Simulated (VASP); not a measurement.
# SrTiO3 (Pm-3m) in VASP: single point with PBE

Aim: the single point of SrTiO3 with PBE.

All numbers are computed with VASP 6.6.1; they aren't measurements. Logs are shortened: lines on timing, memory, paths and dates and some standing lists are left out, and cuts for length are marked.

### 1 The cell of the first run

It takes space group Pm-3m (No. 221, cubic). The conventional cell has a = 3.936 Å, b = 3.936 Å, c = 3.936 Å, α = 90.00°, β = 90.00°, γ = 90.00°. Within 3.7 Å of Sr (site symmetry m-3m) lie 12 O at 2.78 Å and 8 Ti at 3.41 Å. Ti (site symmetry m-3m) has 6 O at 1.97 Å within 2.6 Å. O (site symmetry 4/mmm) has 2 Ti at 1.97 Å within 2.6 Å.

### 2 Single point, PBE

Contents of INCAR:

```
SYSTEM = SrTiO3
PREC = Accurate
ENCUT = 520
EDIFF = 1E-7
ISMEAR = 0
SIGMA = 0.02
LREAL = .FALSE.
LASPH = .TRUE.
NELM = 60
ALGO = Normal
ISIF = 2
LWAVE = .FALSE.
LCHARG = .TRUE.
GGA = PE
LELF = .TRUE.
LVHAR = .TRUE.
NBANDS = 28
```

Contents of KPOINTS:

```
Automatic mesh
0
G
  8 8 8
  0 0 0
```

Contents of POSCAR:

```
SrTiO3
1.0
    3.9364226293      0.0000000000      0.0000000000
    0.0000000000      3.9364226293      0.0000000000
    0.0000000000      0.0000000000      3.9364226293
Sr Ti O
1 1 3
Direct
    0.0000000000      0.0000000000      0.0000000000
    0.5000000000      0.5000000000      0.5000000000
    0.5000000000      0.0000000000      0.5000000000
    0.5000000000      0.5000000000      0.0000000000
    0.0000000000      0.5000000000      0.5000000000
```

Potentials or basis: VASP PAW PBE potentials, release 64 (Sr_sv, Ti_sv, O).

Command:

```
$ cat potpaw_PBE.64/Sr_sv/POTCAR potpaw_PBE.64/Ti_sv/POTCAR potpaw_PBE.64/O/POTCAR > POTCAR
$ mpirun -np 1 vasp_std > vasp.out
```

OUTCAR:

```text
SYSTEM = SrTiO3
   PREC = Accurate
   ENCUT = 520
   EDIFF = 1E-7
   ISMEAR = 0
   LREAL = .FALSE.
   LASPH = .TRUE.
   NELM = 60
   ISIF = 2
   GGA = PE

 ion  position               nearest neighbor table
   1  0.000  0.000  0.000-   3 2.78   4 2.78   5 2.78   3 2.78   5 2.78   4 2.78   5 2.78   5 2.78
                             3 2.78   4 2.78   3 2.78   4 2.78   2 3.41   2 3.41   2 3.41   2 3.41
   2  0.500  0.500  0.500-   3 1.97   4 1.97   5 1.97   4 1.97   3 1.97   5 1.97   1 3.41   1 3.41
                             1 3.41   1 3.41   1 3.41   1 3.41   1 3.41   1 3.41
   3  0.500  0.000  0.500-   2 1.97   2 1.97   1 2.78   1 2.78   1 2.78   1 2.78
   4  0.500  0.500  0.000-   2 1.97   2 1.97   1 2.78   1 2.78   1 2.78   1 2.78
   5  0.000  0.500  0.500-   2 1.97   2 1.97   1 2.78   1 2.78   1 2.78   1 2.78

  LATTYP: Found a simple cubic cell.
 ALAT       =     3.9364226293

  Lattice vectors:

 A1 = (   3.9364226293,   0.0000000000,   0.0000000000)
 A2 = (   0.0000000000,   3.9364226293,   0.0000000000)
 A3 = (   0.0000000000,   0.0000000000,   3.9364226293)

Analysis of symmetry for initial positions (statically):
=====================================================================
 Subroutine PRICEL returns:
 Original cell was already a primitive cell.

 Routine SETGRP: Setting up the symmetry group for a
 simple cubic supercell.

 Subroutine GETGRP returns: Found 48 space group operations
 (whereof 48 operations were pure point group operations)
 out of a pool of 48 trial point group operations.

The static configuration has the point symmetry O_h .

Analysis of symmetry for dynamics (positions and initial velocities):
=====================================================================
 Subroutine PRICEL returns:
 Original cell was already a primitive cell.

 Routine SETGRP: Setting up the symmetry group for a
 simple cubic supercell.

 Subroutine GETGRP returns: Found 48 space group operations
 (whereof 48 operations were pure point group operations)
 out of a pool of 48 trial point group operations.

The dynamic configuration has the point symmetry O_h .

 Subroutine INISYM returns: Found 48 space group operations
 (whereof 48 operations are pure point group operations),
 and found     1 'primitive' translations

----------------------------------------------------------------------------------------

                                     Primitive cell

  volume of cell :      60.9965

  direct lattice vectors                    reciprocal lattice vectors
     3.936422629  0.000000000  0.000000000     0.254037763  0.000000000  0.000000000
     0.000000000  3.936422629  0.000000000     0.000000000  0.254037763  0.000000000
     0.000000000  0.000000000  3.936422629     0.000000000  0.000000000  0.254037763

  length of vectors
     3.936422629  3.936422629  3.936422629     0.254037763  0.254037763  0.254037763

  position of ions in fractional coordinates (direct lattice)
     0.000000000  0.000000000  0.000000000
     0.500000000  0.500000000  0.500000000
     0.500000000  0.000000000  0.500000000
     0.500000000  0.500000000  0.000000000
     0.000000000  0.500000000  0.500000000

  ion indices of the primitive-cell ions
   primitive index   ion index
                 1           1
                 2           2
                 3           3
                 4           4
                 5           5

----------------------------------------------------------------------------------------

 KPOINTS: Automatic mesh

Automatic generation of k-mesh.
 Grid dimensions read from file:
 generate k-points for:    8    8    8

 Generating k-lattice:

  Cartesian coordinates                     Fractional coordinates (reciprocal lattice)
     0.031754720  0.000000000  0.000000000     0.125000000  0.000000000  0.000000000
     0.000000000  0.031754720  0.000000000     0.000000000  0.125000000  0.000000000
     0.000000000  0.000000000  0.031754720     0.000000000  0.000000000  0.125000000

  Length of vectors
     0.031754720  0.031754720  0.031754720

  Shift w.r.t. Gamma in fractional coordinates (k-lattice)
     0.000000000  0.000000000  0.000000000

 Subroutine IBZKPT returns following result:
 ===========================================

 Found     35 irreducible k-points:

 Following reciprocal coordinates:
            Coordinates               Weight
  0.000000  0.000000  0.000000      1.000000
  0.125000  0.000000  0.000000      6.000000
  0.250000  0.000000  0.000000      6.000000
  0.375000  0.000000  0.000000      6.000000
  0.500000  0.000000  0.000000      3.000000
  0.125000  0.125000  0.000000     12.000000
[... 16 lines left out ...]
  0.375000  0.375000  0.125000     24.000000
  0.500000  0.375000  0.125000     24.000000
 [... further k-points ...]
   k-points           NKPTS =     35   k-points in BZ     NKDIM =     35   number of bands    NBANDS=     28
   number of dos      NEDOS =    301   number of ions     NIONS =      5
   total plane-waves  NPLWV =  27000
   dimension x,y,z NGX =    30 NGY =   30 NGZ =   30
   dimension x,y,z NGXF=    60 NGYF=   60 NGZF=   60
   ions per type =               1   1   3
   NGX,Y,Z   is equivalent  to a cutoff of  12.67, 12.67, 12.67 a.u.
   NGXF,Y,Z  is equivalent  to a cutoff of  25.34, 25.34, 25.34 a.u.
 SYSTEM =  SrTiO3
   PREC   = accura    normal or accurate (medium, high low for compatibility)
   ISTART =      0    job   : 0-new  1-cont  2-samecut
   ICHARG =      2    charge: 1-file 2-atom 10-const
   ISPIN  =      1    spin polarized calculation?
   LNONCOLLINEAR =      F non collinear calculations
   LSORBIT =      F    spin-orbit coupling
   LASPH  =      T    aspherical Exc in radial PAW
   ENCUT  =  520.0 eV  38.22 Ry    6.18 a.u.   7.32  7.32  7.32*2*pi/ulx,y,z
   NELM   =     60;   NELMIN=  2; NELMDL= -5     # of ELM steps
   EDIFF  = 0.1E-06   stopping-criterion for ELM
   LREAL  =      F    real-space projection
   EDIFFG = 0.1E-05   stopping-criterion for IOM
   NSW    =      0    number of steps for IOM
   IBRION =     -1    ionic relax: 0-MD 1-quasi-New 2-CG
   NFREE  =      0    steps in history (QN), initial steepest desc. (CG)
   ISIF   =      2    stress and relaxation
   ISYM   =      2    0-nonsym 1-usesym 2-fastsym
   POTIM  = 0.5000    time-step for ionic-motion
   TEBEG  =    0.0;   TEEND  =   0.0 temperature during run
   PSTRESS=    0.0 pullay stress
   NELECT =      40.0000    total number of electrons
   NUPDOWN=      -1.0000    fix difference up-down
   EMIN   =  10.00;   EMAX   =-10.00  energy-range for DOS
   EFERMI =   0.00;   METHOD = LEGACY
   ISMEAR =     0;   SIGMA  =   0.02  broadening in eV -4-tet -1-fermi 0-gaus
   EFERMI_NEDOS =   21; number of points for ismear=-14 and -15
   IALGO  =     38    algorithm
   IMIX   =      4    mixing-type and parameters
     AMIX     =   0.40;   BMIX     =  1.00
     AMIX_MAG =   1.60;   BMIX_MAG =  1.00
  volume/ion in A,a.u.               =      12.20        82.32
  Fermi-wavevector in a.u.,A,eV,Ry     =   1.422306  2.687769 27.523973  2.022955
  Thomas-Fermi vector in A             =   2.543024
   LORBIT       =      0    0 simple, 1 ext, 2 COOP (PROOUT), +10 PAW based schemes
   GGA     = PE    functional components
   LHFCALC =     F    Hartree Fock is set to
   AEXX    =    0.0000 exact exchange contribution
   IVDW    =     0    specifies the selected vdW correction
   LEPSILON=     F    determine dielectric tensor
   LRPA    =     F    only Hartree local field effects (RPA)
 non-spin polarized calculation
 Gauss-broadening in eV      SIGMA  =   0.02
  energy-cutoff  :      520.00
  volume of cell :       61.00
 maximum number of plane-waves:      1671
 NGX is ok and might be reduce to    30
   NGX = 15   NGY = 15   NGZ = 15

 number of electron      39.9999990 magnetization

 Free energy of the ion-electron system (eV)
  ---------------------------------------------------
  ext. energy  EPLUGINS =         0.00000000
  ---------------------------------------------------
  free energy    TOTEN  =       -40.10326750 eV

  energy without entropy =      -40.10326750  energy(sigma->0) =      -40.10326750

 E-fermi :   4.1507     XC(G=0): -11.1443

 val. band max:        3.9704171134   @ k =   0.5000   0.5000   0.5000
 cond. band min:       5.7816454163   @ k =   0.0000   0.0000   0.0000
 fundamental gap:      1.8112283029
 Fermi energy:         4.1507262516

 k-point     1 :       0.0000    0.0000    0.0000
  band No.  band energies     occupation
      1     -52.5923      2.00000
      2     -28.8946      2.00000
      3     -28.8234      2.00000
      4     -28.8234      2.00000
      5     -28.8234      2.00000
      6     -13.3706      2.00000
[... 20 lines left out ...]
     27       9.3471      0.00000
     28       9.9712      0.00000

 k-point     2 :       0.1250    0.0000    0.0000
  band No.  band energies     occupation
      1     -52.5921      2.00000
      2     -28.9111      2.00000
      3     -28.8230      2.00000
      4     -28.8230      2.00000
      5     -28.8130      2.00000
      6     -13.3762      2.00000
[... 20 lines left out ...]
     27       9.6149      0.00000
     28      10.3395      0.00000

 k-point     3 :       0.2500    0.0000    0.0000
  band No.  band energies     occupation
      1     -52.5917      2.00000
      2     -28.9434      2.00000
      3     -28.8221      2.00000
      4     -28.8221      2.00000
      5     -28.7958      2.00000
      6     -13.4359      2.00000
[... 20 lines left out ...]
     27      10.2568      0.00000
     28      11.3495      0.00000

 k-point     4 :       0.3750    0.0000    0.0000
  band No.  band energies     occupation
      1     -52.5912      2.00000
      2     -28.9713      2.00000
      3     -28.8212      2.00000
      4     -28.8212      2.00000
      5     -28.7826      2.00000
      6     -13.5340      2.00000
[... 20 lines left out ...]
     27      10.9530      0.00000
     28      11.9592      0.00000

 k-point     5 :       0.5000    0.0000    0.0000
  band No.  band energies     occupation
      1     -52.5910      2.00000
      2     -28.9822      2.00000
      3     -28.8208      2.00000
      4     -28.8208      2.00000
      5     -28.7778      2.00000
      6     -13.5797      2.00000
[... 20 lines left out ...]
     27      11.2727      0.00000
     28      11.9104      0.00000

 k-point     6 :       0.1250    0.1250    0.0000
  band No.  band energies     occupation
      1     -52.5919      2.00000
      2     -28.9189      2.00000
      3     -28.8324      2.00000
      4     -28.8226      2.00000
      5     -28.8019      2.00000
      6     -13.3654      2.00000
[... 463 lines left out ...]
      5     -28.7996      2.00000
      6     -13.1905      2.00000
[... 20 lines left out ...]
     27      11.7767      0.00000
     28      12.1090      0.00000

 k-point    22 :       0.5000    0.2500    0.1250
  band No.  band energies     occupation
      1     -52.5901      2.00000
      2     -28.9417      2.00000
      3     -28.8525      2.00000
      4     -28.8290      2.00000
      5     -28.8064      2.00000
      6     -13.1914      2.00000
[... 20 lines left out ...]
     27      11.9892      0.00000
     28      12.2488      0.00000

 k-point    23 :       0.3750    0.3750    0.1250
  band No.  band energies     occupation
      1     -52.5898      2.00000
      2     -28.9155      2.00000
      3     -28.8754      2.00000
      4     -28.8301      2.00000
      5     -28.8177      2.00000
      6     -12.9781      2.00000
[... 20 lines left out ...]
     27      12.0374      0.00000
     28      12.4834      0.00000

 k-point    24 :       0.5000    0.3750    0.1250
  band No.  band energies     occupation
      1     -52.5896      2.00000
      2     -28.9095      2.00000
      3     -28.8750      2.00000
      4     -28.8320      2.00000
      5     -28.8281      2.00000
      6     -12.8920      2.00000
[... 20 lines left out ...]
     27      12.0929      0.00000
     28      12.5840      0.00000

 [... further k-points ...]

------------------------ aborting loop because EDIFF is reached ----------------------------------------

  FORCE on cell =-STRESS in cart. coord.  units (eV):
  Direction    XX          YY          ZZ          XY          YZ          ZX
  --------------------------------------------------------------------------------------
  -------------------------------------------------------------------------------------
  Total        0.2337819      0.2337819      0.2337819      0.0000000     -0.0000000     -0.0000000
  in kB        6.1406776      6.1406776      6.1406776      0.0000000     -0.0000000     -0.0000000
  external PRESSURE =       6.1406776 kB  Pullay stress =       0.0000000 kB

 VOLUME and BASIS-vectors are now :
 -----------------------------------------------------------------------------
  energy-cutoff  :      520.00
  volume of cell :       61.00
      direct lattice vectors                 reciprocal lattice vectors
     3.936422629  0.000000000  0.000000000     0.254037763  0.000000000  0.000000000
     0.000000000  3.936422629  0.000000000     0.000000000  0.254037763  0.000000000
     0.000000000  0.000000000  3.936422629     0.000000000  0.000000000  0.254037763

 POSITION                                       TOTAL-FORCE (eV/Angst)
 -----------------------------------------------------------------------------------
      0.00000      0.00000      0.00000         0.000000      0.000000      0.000000
      1.96821      1.96821      1.96821         0.000000      0.000000      0.000000
      1.96821      0.00000      1.96821         0.000000      0.000000      0.000000
      1.96821      1.96821      0.00000         0.000000      0.000000      0.000000
      0.00000      1.96821      1.96821         0.000000      0.000000      0.000000
 -----------------------------------------------------------------------------------
    total drift:                                0.000000      0.000000     -0.000000

  FREE ENERGIE OF THE ION-ELECTRON SYSTEM (eV)
  ---------------------------------------------------
  free  energy   TOTEN  =       -40.1032674992 eV

  energy  without entropy=      -40.1032674992  energy(sigma->0) =      -40.10326750
```

Wall time 2.1 min (1 thread of AMD EPYC 7R13, shared host); peak memory 0.18 GiB.

Results:

- Free energy: -40.1033 eV
- Pressure: 0.6 GPa
- Band gap on the k mesh: 1.81 eV (least direct gap 2.18 eV)

A k mesh can miss the band edges.
